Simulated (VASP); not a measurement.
# Ge5As (P6/mmm) in VASP: single point with PBE

Aim: the single point of Ge5As with PBE.

Program: VASP 6.6.1. These are calculated values, not measurements. Logs are shortened: lines on timing, memory, paths and dates and some standing lists are left out, and cuts for length are marked.

## Step 1: The cell of the first run

The structure is hexagonal, space group P6/mmm (No. 191). Conventional cell: a = 5.730 Å, b = 5.730 Å, c = 4.502 Å, α = 90.00°, β = 90.00°, γ = 120.00°. Ge (site symmetry -6m2) has 9 Ge at 2.79 to 3.31 Å and 3 As at 3.31 Å within 3.7 Å. Ge (site symmetry mmm) has 8 Ge at 2.79 to 2.87 Å and 4 As at 3.64 Å within 3.7 Å. Within 4.4 Å of As (site symmetry 6/mmm) lie 18 Ge at 3.31 to 3.64 Å.

## Step 2: Single point, PBE

INCAR

```
PREC     = Accurate       # precision mode
ENCUT    = 520            # plane-wave cutoff, eV
EDIFF    = 1E-6           # SCF threshold, eV
ISMEAR   = 0              # smearing method
SIGMA    = 0.1            # smearing width, eV
LREAL    = False          # projectors in reciprocal space
LASPH    = True           # aspherical terms in the spheres
NELM     = 60             # most SCF steps
ALGO     = Normal         # electronic algorithm
ISIF     = 2              # what is computed and relaxed
LWAVE    = False          # write WAVECAR
LCHARG   = False          # write CHGCAR
GGA      = PE             # functional
NBANDS   = 46             # bands
```

KPOINTS

```
regular mesh
0
Gamma
  6 6 4
```

POSCAR

```
Ge5As
1.0
    5.7302608100      0.0000000000      0.0000000000
   -2.8651304100      4.9625514400      0.0000000000
    0.0000000000      0.0000000000      4.5016994000
Ge As
5 1
Direct
    0.6666666700      0.3333333300      0.0000000000
    0.3333333300      0.6666666700      0.0000000000
    0.0000000000      0.5000000000      0.5000000000
    0.5000000000      0.0000000000      0.5000000000
    0.5000000000      0.5000000000      0.5000000000
    0.0000000000      0.0000000000      0.0000000000
```

Potentials or basis: VASP PAW PBE potentials, release 64 (Ge_d, As).

Launch:

```
$ cat potpaw_PBE.64/Ge_d/POTCAR potpaw_PBE.64/As/POTCAR > POTCAR
$ mpirun -np 1 vasp_std > vasp.out
```

OUTCAR:

```text
PREC = Accurate
   ENCUT = 520
   EDIFF = 1E-6
   ISMEAR = 0
   LREAL = False
   LASPH = True
   NELM = 60
   ISIF = 2
   GGA = PE

 ion  position               nearest neighbor table
   1  0.667  0.333  0.000-   3 2.79   3 2.79   4 2.79   4 2.79   5 2.79   5 2.79
   2  0.333  0.667  0.000-   3 2.79   3 2.79   4 2.79   4 2.79   5 2.79   5 2.79
   3  0.000  0.500  0.500-   1 2.79   2 2.79   1 2.79   2 2.79   5 2.87   5 2.87   4 2.87   4 2.87

   4  0.500  0.000  0.500-   1 2.79   2 2.79   1 2.79   2 2.79   3 2.87   3 2.87   5 2.87   5 2.87

   5  0.500  0.500  0.500-   1 2.79   2 2.79   1 2.79   2 2.79   3 2.87   3 2.87   4 2.87   4 2.87

   6  0.000  0.000  0.000-

  LATTYP: Found a hexagonal cell.
 ALAT       =     5.7302608100
 C/A-ratio  =     0.7856011357

  Lattice vectors:

 A1 = (   5.7302608100,   0.0000000000,   0.0000000000)
 A2 = (  -2.8651304100,   4.9625514400,   0.0000000000)
 A3 = (   0.0000000000,   0.0000000000,   4.5016994000)

Analysis of symmetry for initial positions (statically):
=====================================================================
 Subroutine PRICEL returns:
 Original cell was already a primitive cell.

 Routine SETGRP: Setting up the symmetry group for a
 hexagonal supercell.

 Subroutine GETGRP returns: Found 24 space group operations
 (whereof 24 operations were pure point group operations)
 out of a pool of 24 trial point group operations.

The static configuration has the point symmetry D_6h.

Analysis of symmetry for dynamics (positions and initial velocities):
=====================================================================
 Subroutine PRICEL returns:
 Original cell was already a primitive cell.

 Routine SETGRP: Setting up the symmetry group for a
 hexagonal supercell.

 Subroutine GETGRP returns: Found 24 space group operations
 (whereof 24 operations were pure point group operations)
 out of a pool of 24 trial point group operations.

The dynamic configuration has the point symmetry D_6h.

 Subroutine INISYM returns: Found 24 space group operations
 (whereof 24 operations are pure point group operations),
 and found     1 'primitive' translations

----------------------------------------------------------------------------------------

                                     Primitive cell

  volume of cell :     128.0135

  direct lattice vectors                    reciprocal lattice vectors
     5.730260810  0.000000000  0.000000000     0.174512127  0.100754623  0.000000000
    -2.865130410  4.962551440  0.000000000     0.000000000  0.201509246  0.000000000
     0.000000000  0.000000000  4.501699400     0.000000000  0.000000000  0.222138333

  length of vectors
     5.730260810  5.730260820  4.501699400     0.201509247  0.201509246  0.222138333

  position of ions in fractional coordinates (direct lattice)
     0.666666670  0.333333330  0.000000000
     0.333333330  0.666666670  0.000000000
     0.000000000  0.500000000  0.500000000
     0.500000000  0.000000000  0.500000000
     0.500000000  0.500000000  0.500000000
     0.000000000  0.000000000  0.000000000

  ion indices of the primitive-cell ions
   primitive index   ion index
                 1           1
                 2           2
                 3           3
                 4           4
                 5           5
                 6           6

----------------------------------------------------------------------------------------

 KPOINTS: regular mesh

Automatic generation of k-mesh.
 Grid dimensions read from file:
 generate k-points for:    6    6    4

 Generating k-lattice:

  Cartesian coordinates                     Fractional coordinates (reciprocal lattice)
     0.029085354  0.016792437  0.000000000     0.166666667  0.000000000  0.000000000
     0.000000000  0.033584874  0.000000000     0.000000000  0.166666667  0.000000000
     0.000000000  0.000000000  0.055534583     0.000000000  0.000000000  0.250000000

  Length of vectors
     0.033584874  0.033584874  0.055534583

  Shift w.r.t. Gamma in fractional coordinates (k-lattice)
     0.000000000  0.000000000  0.000000000

 Subroutine IBZKPT returns following result:
 ===========================================

 Found     21 irreducible k-points:

 Following reciprocal coordinates:
            Coordinates               Weight
  0.000000  0.000000  0.000000      1.000000
  0.166667  0.000000  0.000000      6.000000
  0.333333  0.000000  0.000000      6.000000
  0.500000  0.000000  0.000000      3.000000
  0.166667  0.166667  0.000000      6.000000
  0.333333  0.166667  0.000000     12.000000
[... 13 lines left out ...]
  0.333333  0.166667  0.500000     12.000000
  0.333333  0.333333  0.500000      2.000000
   k-points           NKPTS =     21   k-points in BZ     NKDIM =     21   number of bands    NBANDS=     46
   number of dos      NEDOS =    301   number of ions     NIONS =      6
   total plane-waves  NPLWV =  82944
   dimension x,y,z NGX =    48 NGY =   48 NGZ =   36
   dimension x,y,z NGXF=    96 NGYF=   96 NGZF=   72
   ions per type =               5   1
   NGX,Y,Z   is equivalent  to a cutoff of  13.93, 13.93, 13.29 a.u.
   NGXF,Y,Z  is equivalent  to a cutoff of  27.85, 27.85, 26.59 a.u.
 SYSTEM =  unknown system
   PREC   = accura    normal or accurate (medium, high low for compatibility)
   ISTART =      0    job   : 0-new  1-cont  2-samecut
   ICHARG =      2    charge: 1-file 2-atom 10-const
   ISPIN  =      1    spin polarized calculation?
   LNONCOLLINEAR =      F non collinear calculations
   LSORBIT =      F    spin-orbit coupling
   LASPH  =      T    aspherical Exc in radial PAW
   ENCUT  =  520.0 eV  38.22 Ry    6.18 a.u.  10.65 10.65  8.37*2*pi/ulx,y,z
   NELM   =     60;   NELMIN=  2; NELMDL= -5     # of ELM steps
   EDIFF  = 0.1E-05   stopping-criterion for ELM
   LREAL  =      F    real-space projection
   EDIFFG = 0.1E-04   stopping-criterion for IOM
   NSW    =      0    number of steps for IOM
   IBRION =     -1    ionic relax: 0-MD 1-quasi-New 2-CG
   NFREE  =      0    steps in history (QN), initial steepest desc. (CG)
   ISIF   =      2    stress and relaxation
   ISYM   =      2    0-nonsym 1-usesym 2-fastsym
   POTIM  = 0.5000    time-step for ionic-motion
   TEBEG  =    0.0;   TEEND  =   0.0 temperature during run
   PSTRESS=    0.0 pullay stress
   NELECT =      75.0000    total number of electrons
   NUPDOWN=      -1.0000    fix difference up-down
   EMIN   =  10.00;   EMAX   =-10.00  energy-range for DOS
   EFERMI =   0.00;   METHOD = LEGACY
   ISMEAR =     0;   SIGMA  =   0.10  broadening in eV -4-tet -1-fermi 0-gaus
   EFERMI_NEDOS =   21; number of points for ismear=-14 and -15
   IALGO  =     38    algorithm
   IMIX   =      4    mixing-type and parameters
     AMIX     =   0.40;   BMIX     =  1.00
     AMIX_MAG =   1.60;   BMIX_MAG =  1.00
  volume/ion in A,a.u.               =      21.34       143.98
  Fermi-wavevector in a.u.,A,eV,Ry     =   1.369861  2.588663 25.531607  1.876520
  Thomas-Fermi vector in A             =   2.495699
   LORBIT       =      0    0 simple, 1 ext, 2 COOP (PROOUT), +10 PAW based schemes
   GGA     = PE    functional components
   LHFCALC =     F    Hartree Fock is set to
   AEXX    =    0.0000 exact exchange contribution
   IVDW    =     0    specifies the selected vdW correction
   LEPSILON=     F    determine dielectric tensor
   LRPA    =     F    only Hartree local field effects (RPA)
 non-spin polarized calculation
 Gauss-broadening in eV      SIGMA  =   0.10
  energy-cutoff  :      520.00
  volume of cell :      128.01
 maximum number of plane-waves:      3473
 NGX is ok and might be reduce to    48
   NGX = 21   NGY = 21   NGZ = 17

 number of electron      74.9999995 magnetization

 Free energy of the ion-electron system (eV)
  ---------------------------------------------------
  ext. energy  EPLUGINS =         0.00000000
  ---------------------------------------------------
  free energy    TOTEN  =       -23.87680206 eV

  energy without entropy =      -23.85610033  energy(sigma->0) =      -23.86645119

 E-fermi :   5.2945     XC(G=0): -10.5222

 val. band max:        5.2769167774   @ k =   0.0000   0.0000   0.0000
 cond. band min:       5.3220555823   @ k =   0.3333   0.1667   0.2500
 fundamental gap:      0.0451388049
 Fermi energy:         5.2945101460

 k-point     1 :       0.0000    0.0000    0.0000
  band No.  band energies     occupation
      1     -19.5171      2.00000
      2     -19.4869      2.00000
      3     -19.4869      2.00000
      4     -19.4831      2.00000
      5     -19.4831      2.00000
      6     -19.4455      2.00000
[... 38 lines left out ...]
     45       9.4010      0.00000
     46      10.0286      0.00000

 k-point     2 :       0.1667    0.0000    0.0000
  band No.  band energies     occupation
      1     -19.5100      2.00000
      2     -19.4849      2.00000
      3     -19.4849      2.00000
      4     -19.4804      2.00000
      5     -19.4751      2.00000
      6     -19.4503      2.00000
[... 38 lines left out ...]
     45       8.8843      0.00000
     46      10.4585      0.00000

 k-point     3 :       0.3333    0.0000    0.0000
  band No.  band energies     occupation
      1     -19.4947      2.00000
      2     -19.4806      2.00000
      3     -19.4793      2.00000
      4     -19.4706      2.00000
      5     -19.4604      2.00000
      6     -19.4565      2.00000
[... 38 lines left out ...]
     45       8.8281      0.00000
     46      10.2175      0.00000

 k-point     4 :       0.5000    0.0000    0.0000
  band No.  band energies     occupation
      1     -19.4878      2.00000
      2     -19.4781      2.00000
      3     -19.4717      2.00000
      4     -19.4697      2.00000
      5     -19.4557      2.00000
      6     -19.4463      2.00000
[... 773 lines left out ...]
     45      10.7664      0.00000
     46      10.7971      0.00000

 k-point    20 :       0.3333    0.1667    0.5000
  band No.  band energies     occupation
      1     -19.4877      2.00000
      2     -19.4704      2.00000
      3     -19.4625      2.00000
      4     -19.4570      2.00000
      5     -19.4520      2.00000
      6     -19.4476      2.00000
[... 38 lines left out ...]
     45      10.0681      0.00000
     46      10.8948      0.00000

 k-point    21 :       0.3333    0.3333    0.5000
  band No.  band energies     occupation
      1     -19.4730      2.00000
      2     -19.4730      2.00000
      3     -19.4631      2.00000
      4     -19.4626      2.00000
      5     -19.4461      2.00000
      6     -19.4461      2.00000
[... 38 lines left out ...]
     45      10.5111      0.00000
     46      10.5135      0.00000

------------------------ aborting loop because EDIFF is reached ----------------------------------------

  FORCE on cell =-STRESS in cart. coord.  units (eV):
  Direction    XX          YY          ZZ          XY          YZ          ZX
  --------------------------------------------------------------------------------------
  -------------------------------------------------------------------------------------
  Total       -0.7861393     -0.7861393      2.0329593      0.0000000     -0.0000000      0.0000000
  in kB       -9.8390736     -9.8390736     25.4438811      0.0000000     -0.0000000      0.0000000
  external PRESSURE =       1.9219113 kB  Pullay stress =       0.0000000 kB

 VOLUME and BASIS-vectors are now :
 -----------------------------------------------------------------------------
  energy-cutoff  :      520.00
  volume of cell :      128.01
      direct lattice vectors                 reciprocal lattice vectors
     5.730260810  0.000000000  0.000000000     0.174512127  0.100754623  0.000000000
    -2.865130410  4.962551440  0.000000000     0.000000000  0.201509246  0.000000000
     0.000000000  0.000000000  4.501699400     0.000000000  0.000000000  0.222138333

 POSITION                                       TOTAL-FORCE (eV/Angst)
 -----------------------------------------------------------------------------------
      2.86513      1.65418      0.00000        -0.000000      0.000000      0.000000
     -0.00000      3.30837      0.00000        -0.000000      0.000000      0.000000
     -1.43257      2.48128      2.25085         0.000000      0.000000      0.000000
      2.86513      0.00000      2.25085         0.000000      0.000000      0.000000
      1.43257      2.48128      2.25085         0.000000      0.000000      0.000000
      0.00000      0.00000      0.00000         0.000000      0.000000      0.000000
 -----------------------------------------------------------------------------------
    total drift:                                0.000000      0.000000     -0.000000

  FREE ENERGIE OF THE ION-ELECTRON SYSTEM (eV)
  ---------------------------------------------------
  free  energy   TOTEN  =       -23.8768020552 eV

  energy  without entropy=      -23.8561003277  energy(sigma->0) =      -23.86645119
```

It took 98 s on 1 thread of Intel Xeon Platinum 8488C (Sapphire Rapids), shared host; peak memory 0.31 GiB.

What came out:

* Free energy: -23.8768 eV
* Pressure: 0.2 GPa
